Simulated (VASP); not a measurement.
# Ta (P6_3/mmc) in VASP: notebook

The runs below take Ta through single point, with r2SCAN.

Everything below comes from runs of VASP 6.6.1. Logs are shortened: lines on timing, memory, paths and dates and some standing lists are left out, and cuts for length are marked.

## (1) The cell of the first run

Symmetry: P6_3/mmc, No. 194, hexagonal system. Conventional cell: a = 2.933 Å, b = 2.933 Å, c = 9.972 Å, α = 90.00°, β = 90.00°, γ = 120.00°. Within 3.9 Å of Ta (site symmetry -3m) lie 12 Ta at 2.93 to 3.01 Å. Ta (site symmetry -6m2) has 12 Ta at 2.93 to 3.01 Å within 3.9 Å.

This isn't the form of Ta at room conditions, which is bcc.

## (2) Single point, r2SCAN

Input file POSCAR:

```
Ta
1.0
    2.9330741685      0.0000000000      0.0000000000
   -1.4665370843      2.5401167411      0.0000000000
    0.0000000000      0.0000000000      9.9717457332
Ta
4
Direct
    0.0000000000      0.0000000000      0.0000000000
    0.0000000000      0.0000000000      0.5000000000
    0.3333333333      0.6666666667      0.2500000000
    0.6666666667      0.3333333333      0.7500000000
```

Input file INCAR.step1:

```
  PREC = Accurate
  ENCUT = 520
  ISMEAR = -1
  SIGMA = 0.1
  LREAL = F
  LASPH = T
  NELM = 80
  NBANDS = 30
  GGA = PE
  ALGO = Normal
  EDIFF = 1E-4
  LWAVE = T
  LCHARG = F
```

Input file INCAR.step2:

```
  PREC = Accurate
  ENCUT = 520
  EDIFF = 1E-6
  ISMEAR = -1
  SIGMA = 0.1
  LREAL = F
  LASPH = T
  NELM = 80
  ALGO = Normal
  ISIF = 2
  LWAVE = F
  LCHARG = F
  METAGGA = R2SCAN
  LMIXTAU = T
  NBANDS = 30
  ISTART = 1
```

Input file KPOINTS:

```
regular mesh
0
Gamma
  12 12 4
```

Potentials or basis: VASP PAW PBE potentials, release 64 (Ta_pv).

Run with:

```
> cat potpaw_PBE.64/Ta_pv/POTCAR > POTCAR
> cp INCAR.step1 INCAR
> mpirun -np 1 vasp_std > vasp.out
> cp INCAR.step2 INCAR
> mpirun -np 1 vasp_std > vasp.out
```

OUTCAR:

```text
PREC = Accurate
   ENCUT = 520
   EDIFF = 1E-6
   ISMEAR = -1
   LREAL = F
   LASPH = T
   NELM = 80
   ISIF = 2
   METAGGA = R2SCAN
   ISTART = 1

 ion  position               nearest neighbor table
   1  0.000  0.000  0.000-   3 3.01   4 3.01   4 3.01   3 3.01   4 3.01   3 3.01
   2  0.000  0.000  0.500-   3 3.01   4 3.01   4 3.01   3 3.01   4 3.01   3 3.01
   3  0.333  0.667  0.250-   1 3.01   2 3.01   1 3.01   2 3.01   1 3.01   2 3.01
   4  0.667  0.333  0.750-   1 3.01   2 3.01   1 3.01   2 3.01   1 3.01   2 3.01

  LATTYP: Found a hexagonal cell.
 ALAT       =     2.9330741685
 C/A-ratio  =     3.3997591470

  Lattice vectors:

 A1 = (   2.9330741685,   0.0000000000,   0.0000000000)
 A2 = (  -1.4665370843,   2.5401167411,   0.0000000000)
 A3 = (   0.0000000000,   0.0000000000,   9.9717457332)

Analysis of symmetry for initial positions (statically):
=====================================================================
 Subroutine PRICEL returns:
 Original cell was already a primitive cell.

 Routine SETGRP: Setting up the symmetry group for a
 hexagonal supercell.

 Subroutine GETGRP returns: Found 24 space group operations
 (whereof 12 operations were pure point group operations)
 out of a pool of 24 trial point group operations.

The static configuration has the point symmetry D_3d.
 The point group associated with its full space group is D_6h.

Analysis of symmetry for dynamics (positions and initial velocities):
=====================================================================
 Subroutine PRICEL returns:
 Original cell was already a primitive cell.

 Routine SETGRP: Setting up the symmetry group for a
 hexagonal supercell.

 Subroutine GETGRP returns: Found 24 space group operations
 (whereof 12 operations were pure point group operations)
 out of a pool of 24 trial point group operations.

The dynamic configuration has the point symmetry D_3d.
 The point group associated with its full space group is D_6h.

 Subroutine INISYM returns: Found 24 space group operations
 (whereof 12 operations are pure point group operations),
 and found     1 'primitive' translations

----------------------------------------------------------------------------------------

                                     Primitive cell

  volume of cell :      74.2930

  direct lattice vectors                    reciprocal lattice vectors
     2.933074169  0.000000000  0.000000000     0.340939213  0.196841347  0.000000000
    -1.466537084  2.540116741  0.000000000     0.000000000  0.393682693  0.000000000
     0.000000000  0.000000000  9.971745733     0.000000000  0.000000000  0.100283343

  length of vectors
     2.933074169  2.933074169  9.971745733     0.393682693  0.393682693  0.100283343

  position of ions in fractional coordinates (direct lattice)
     0.000000000  0.000000000  0.000000000
     0.000000000  0.000000000  0.500000000
     0.333333333  0.666666667  0.250000000
     0.666666667  0.333333333  0.750000000

  ion indices of the primitive-cell ions
   primitive index   ion index
                 1           1
                 2           2
                 3           3
                 4           4

----------------------------------------------------------------------------------------

 KPOINTS: regular mesh

Automatic generation of k-mesh.
 Grid dimensions read from file:
 generate k-points for:   12   12    4

 Generating k-lattice:

  Cartesian coordinates                     Fractional coordinates (reciprocal lattice)
     0.028411601  0.016403446  0.000000000     0.083333333  0.000000000  0.000000000
     0.000000000  0.032806891  0.000000000     0.000000000  0.083333333  0.000000000
     0.000000000  0.000000000  0.025070836     0.000000000  0.000000000  0.250000000

  Length of vectors
     0.032806891  0.032806891  0.025070836

  Shift w.r.t. Gamma in fractional coordinates (k-lattice)
     0.000000000  0.000000000  0.000000000

 Subroutine IBZKPT returns following result:
 ===========================================

 Found     57 irreducible k-points:

 Following reciprocal coordinates:
            Coordinates               Weight
  0.000000  0.000000  0.000000      1.000000
  0.083333 -0.000000  0.000000      6.000000
  0.166667 -0.000000  0.000000      6.000000
  0.250000 -0.000000  0.000000      6.000000
  0.333333  0.000000  0.000000      6.000000
  0.416667  0.000000  0.000000      6.000000
[... 16 lines left out ...]
  0.250000 -0.000000  0.250000     12.000000
  0.333333  0.000000  0.250000     12.000000
 [... further k-points ...]
   k-points           NKPTS =     57   k-points in BZ     NKDIM =     57   number of bands    NBANDS=     30
   number of dos      NEDOS =    301   number of ions     NIONS =      4
   total plane-waves  NPLWV =  46080
   dimension x,y,z NGX =    24 NGY =   24 NGZ =   80
   dimension x,y,z NGXF=    48 NGYF=   48 NGZF=  160
   ions per type =               4
   NGX,Y,Z   is equivalent  to a cutoff of  13.60, 13.60, 13.34 a.u.
   NGXF,Y,Z  is equivalent  to a cutoff of  27.21, 27.21, 26.67 a.u.
 SYSTEM =  unknown system
   PREC   = accura    normal or accurate (medium, high low for compatibility)
   ISTART =      1    job   : 0-new  1-cont  2-samecut
   ICHARG =      0    charge: 1-file 2-atom 10-const
   ISPIN  =      1    spin polarized calculation?
   LNONCOLLINEAR =      F non collinear calculations
   LSORBIT =      F    spin-orbit coupling
   LASPH  =      T    aspherical Exc in radial PAW
   ENCUT  =  520.0 eV  38.22 Ry    6.18 a.u.   5.45  5.45 18.54*2*pi/ulx,y,z
   NELM   =     80;   NELMIN=  2; NELMDL=  0     # of ELM steps
   EDIFF  = 0.1E-05   stopping-criterion for ELM
   LREAL  =      F    real-space projection
   EDIFFG = 0.1E-04   stopping-criterion for IOM
   NSW    =      0    number of steps for IOM
   IBRION =     -1    ionic relax: 0-MD 1-quasi-New 2-CG
   NFREE  =      0    steps in history (QN), initial steepest desc. (CG)
   ISIF   =      2    stress and relaxation
   ISYM   =      2    0-nonsym 1-usesym 2-fastsym
   POTIM  = 0.5000    time-step for ionic-motion
   TEBEG  =    0.0;   TEEND  =   0.0 temperature during run
   PSTRESS=    0.0 pullay stress
   NELECT =      44.0000    total number of electrons
   NUPDOWN=      -1.0000    fix difference up-down
   EMIN   =  10.00;   EMAX   =-10.00  energy-range for DOS
   EFERMI =   0.00;   METHOD = LEGACY
   ISMEAR =    -1;   SIGMA  =   0.10  broadening in eV -4-tet -1-fermi 0-gaus
   EFERMI_NEDOS =   21; number of points for ismear=-14 and -15
   IALGO  =     38    algorithm
   IMIX   =      4    mixing-type and parameters
     AMIX     =   0.40;   BMIX     =  1.00
     AMIX_MAG =   1.60;   BMIX_MAG =  1.00
  volume/ion in A,a.u.               =      18.57       125.34
  Fermi-wavevector in a.u.,A,eV,Ry     =   1.374811  2.598017 25.716454  1.890106
  Thomas-Fermi vector in A             =   2.500204
   LORBIT       =      0    0 simple, 1 ext, 2 COOP (PROOUT), +10 PAW based schemes
   METAGGA = R2SCAN    functional components
   LHFCALC =     F    Hartree Fock is set to
   AEXX    =    0.0000 exact exchange contribution
   IVDW    =     0    specifies the selected vdW correction
   LEPSILON=     F    determine dielectric tensor
   LRPA    =     F    only Hartree local field effects (RPA)
 non-spin polarized calculation
  energy-cutoff  :      520.00
  volume of cell :       74.29
 maximum number of plane-waves:      2047
 NGX is ok and might be reduce to    24
   NGX = 11   NGY = 11   NGZ = 37

 number of electron      44.0000005 magnetization

 Free energy of the ion-electron system (eV)
  ---------------------------------------------------
  ext. energy  EPLUGINS =         0.00000000
  ---------------------------------------------------
  free energy    TOTEN  =      -193.34820804 eV

  energy without entropy =     -193.21283090  energy(sigma->0) =     -193.28051947

 E-fermi :   5.5453     XC(G=0): -13.5837

 val. band max:        5.5391070205   @ k =   0.4167   0.1667   0.0000
 cond. band min:       5.5456408889   @ k =   0.3333   0.0000   0.2500
 fundamental gap:      0.0065338684
 Fermi energy:         5.5452553597

 k-point     1 :       0.0000    0.0000    0.0000
  band No.  band energies     occupation
      1     -30.3224      2.00000
      2     -29.8595      2.00000
      3     -29.8121      2.00000
      4     -29.3612      2.00000
      5     -29.3612      2.00000
      6     -29.3296      2.00000
[... 22 lines left out ...]
     29       8.7611      0.00000
     30       8.7611      0.00000

 k-point     2 :       0.0833   -0.0000    0.0000
  band No.  band energies     occupation
      1     -30.2982      2.00000
      2     -29.8594      2.00000
      3     -29.8148      2.00000
      4     -29.4283      2.00000
      5     -29.3843      2.00000
      6     -29.3800      2.00000
[... 22 lines left out ...]
     29       8.3099      0.00000
     30       8.4404      0.00000

 k-point     3 :       0.1667   -0.0000    0.0000
  band No.  band energies     occupation
      1     -30.2296      2.00000
      2     -29.8750      2.00000
      3     -29.8457      2.00000
      4     -29.6065      2.00000
      5     -29.5073      2.00000
      6     -29.4909      2.00000
[... 22 lines left out ...]
     29       7.5583      0.00000
     30       7.9103      0.00000

 k-point     4 :       0.2500   -0.0000    0.0000
  band No.  band energies     occupation
      1     -30.1322      2.00000
      2     -29.9677      2.00000
      3     -29.9652      2.00000
      4     -29.8319      2.00000
      5     -29.7394      2.00000
      6     -29.5872      2.00000
[... 22 lines left out ...]
     29       8.5216      0.00000
     30       8.6682      0.00000

 k-point     5 :       0.3333    0.0000    0.0000
  band No.  band energies     occupation
      1     -30.1799      2.00000
      2     -30.1538      2.00000
      3     -30.0352      2.00000
      4     -29.9829      2.00000
      5     -29.9798      2.00000
      6     -29.6052      2.00000
[... 22 lines left out ...]
     29       9.9113      0.00000
     30      10.0714      0.00000
[... 526 lines left out ...]
     29       8.4874      0.00000
     30       8.6164      0.00000

 k-point    22 :       0.1667   -0.0000    0.2500
  band No.  band energies     occupation
      1     -30.2019      2.00000
      2     -30.0030      2.00000
      3     -29.7207      2.00000
      4     -29.6014      2.00000
      5     -29.5355      2.00000
      6     -29.4942      2.00000
[... 22 lines left out ...]
     29       7.8485      0.00000
     30       8.2640      0.00000

 k-point    23 :       0.2500   -0.0000    0.2500
  band No.  band energies     occupation
      1     -30.1202      2.00000
      2     -30.0298      2.00000
      3     -29.9077      2.00000
      4     -29.8188      2.00000
      5     -29.7492      2.00000
      6     -29.6489      2.00000
[... 22 lines left out ...]
     29       8.4276      0.00000
     30       8.8317      0.00000

 k-point    24 :       0.3333    0.0000    0.2500
  band No.  band energies     occupation
      1     -30.1804      2.00000
      2     -30.1337      2.00000
      3     -30.0828      2.00000
      4     -30.0128      2.00000
      5     -29.8968      2.00000
      6     -29.6921      2.00000
[... 22 lines left out ...]
     29       9.8066      0.00000
     30       9.9078      0.00000

 [... further k-points ...]
[... 5 lines left out ...]
  --------------------------------------------------------------------------------------
  -------------------------------------------------------------------------------------
  Total        0.2239033      0.2239033      0.2617295     -0.0000000      0.0000000     -0.0000000
  in kB        4.8286206      4.8286206      5.6443690     -0.0000000      0.0000000     -0.0000000
  external PRESSURE =       5.1005367 kB  Pullay stress =       0.0000000 kB

 VOLUME and BASIS-vectors are now :
 -----------------------------------------------------------------------------
  energy-cutoff  :      520.00
  volume of cell :       74.29
      direct lattice vectors                 reciprocal lattice vectors
     2.933074169  0.000000000  0.000000000     0.340939213  0.196841347  0.000000000
    -1.466537084  2.540116741  0.000000000     0.000000000  0.393682693  0.000000000
     0.000000000  0.000000000  9.971745733     0.000000000  0.000000000  0.100283343

 POSITION                                       TOTAL-FORCE (eV/Angst)
 -----------------------------------------------------------------------------------
      0.00000      0.00000      0.00000         0.000000      0.000000      0.000000
      0.00000      0.00000      4.98587         0.000000      0.000000      0.000000
     -0.00000      1.69341      2.49294         0.000000      0.000000     -0.000000
      1.46654      0.84671      7.47881        -0.000000     -0.000000     -0.000000
 -----------------------------------------------------------------------------------
    total drift:                               -0.000000      0.000000     -0.000000

  FREE ENERGIE OF THE ION-ELECTRON SYSTEM (eV)
  ---------------------------------------------------
  free  energy   TOTEN  =      -193.3482080412 eV

  energy  without entropy=     -193.2128309046  energy(sigma->0) =     -193.28051947
```

Run time: 3.5 min. Hardware: 1 thread of Intel Xeon 6975P-C (Granite Rapids), shared host; peak memory 0.27 GiB.

Results:

* Free energy: -193.3482 eV
* Pressure: 0.5 GPa
* Band gap on the k mesh: zero (bands 22 and 23 overlap by 1.31 eV)

Stress tensor (GPa, compression positive):
```
0.48 0.00 0.00
0.00 0.48 0.00
0.00 0.00 0.56
```

Levels at points of the mesh, in eV from the Fermi level:
```
           k point  band 18  band 19  band 20  band 21  band 22  band 23  band 24  band 25  band 26  band 27
(0.00, 0.00, 0.00)    -1.03    -0.06     0.09     0.46     0.46     0.54     0.54     0.97     0.97     1.09
(0.50, 0.00, 0.00)    -2.57    -2.27    -1.03    -0.62     0.58     0.64     1.42     2.23     2.62     2.66
(0.00, 0.00, 0.50)    -0.67    -0.45    -0.45     0.58     0.58     0.58     0.58     0.91     0.91     0.91
(0.50, 0.00, 0.50)    -3.24    -1.05    -1.05     0.26     0.26     1.16     1.16     1.28     1.28     4.75
```

Caveat: the PAW data sets were made with another functional, which shifts forces and pressure a little; spin-orbit coupling is left out, which moves the levels of the heavy elements.

[end of part 1 of 2]

The gap in the log of VASP goes by the Fermi energy; the results here count the filled bands.